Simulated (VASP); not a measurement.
The system is V2Cr.

```
CELL_PARAMETERS angstrom
0.00000 3.35756 3.35756
3.35756 0.00000 3.35756
3.35756 3.35756 0.00000
ATOMIC_POSITIONS crystal
V 0.62500 0.62500 0.62500
V 0.12500 0.62500 0.62500
V 0.62500 0.62500 0.12500
V 0.62500 0.12500 0.62500
Cr 0.00000 0.00000 0.00000
Cr 0.25000 0.25000 0.25000
```

```yaml
Program: VASP 6.6.1
Task: relaxation of cell and atoms
Functional: PBE
Potentials_or_basis: VASP PAW PBE potentials, release 64 (V_sv, Cr_pv)
Cutoff: 600 eV
k_mesh: 4 × 4 × 4
Occupations: gaussian, width 0.1 eV
Spin: no spin polarisation
```

At the start: pressure 11.3 GPa; volume 12.62 Å³/atom.

Q: How do energy, volume and symmetry change on relaxing?

A: Over 3 steps the energy falls by 23.5 meV/atom and the volume is 13.33 Å³/atom (+5.6 %); space group Fd-3m (No. 227, to 0.05 Å).

Step by step:
```csv
step,energy change (eV),largest force (eV/Å),pressure (GPa),volume (Å³)
1,0.0000,0.0000,11.25,75.70
2,0.0852,0.0000,-11.51,85.83
3,-0.1410,0.0000,-0.27,79.97
```

Final structure:
```xyz
6
Lattice="0.0000 3.4196 3.4196 3.4196 0.0000 3.4196 3.4196 3.4196 0.0000" Properties=species:S:1:pos:R:3 pbc="T T T"
V     4.2745    4.2745    4.2745
V     4.2745    2.5647    2.5647
V     2.5647    2.5647    4.2745
V     2.5647    4.2745    2.5647
Cr    0.0000    0.0000    0.0000
Cr    1.7098    1.7098    1.7098
```

Caveat: the k points lie up to 0.40 Å⁻¹ apart in the final cell.
